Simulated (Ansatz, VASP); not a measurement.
**GaN: VASP beside Ansatz**

```
CELL_PARAMETERS angstrom
0.00000 2.27424 2.30835
2.27424 0.00000 2.30835
2.27424 2.27424 0.00000
ATOMIC_POSITIONS crystal
Ga 0.00000 0.00000 0.00000
N 0.75000 0.75000 0.75000
```

Change from the starting cell: strain +0.000 along x and y, +0.015 along z, atoms carried along.

Alike in both runs: task single point; functional PBE; k mesh 10 × 10 × 10; occupations gaussian, width 0.05 eV; no spin polarisation.

```csv
,VASP,Ansatz
version,VASP 6.6.1,Ansatz 0.2.0
potentials or method,"VASP PAW PBE potentials, release 64 (Ga_d, N), cutoff 520 eV","scalar-relativistic, plane waves, PAW"
valence electrons in the cell,18,18
```

Ansatz gave:

* gap on the k mesh at the Fermi level (eV): 1.42
* least direct gap on the mesh (eV): 1.42
* pressure (GPa): -2.5
* traceless stress, the component that is largest in VASP (GPa): -1.26

Q: Estimate VASP's values.

A: gap on the k mesh at the Fermi level (eV): 1.43; least direct gap on the mesh (eV): 1.43; pressure (GPa): -2.4; traceless stress, the component that is largest in VASP (GPa): -1.26.
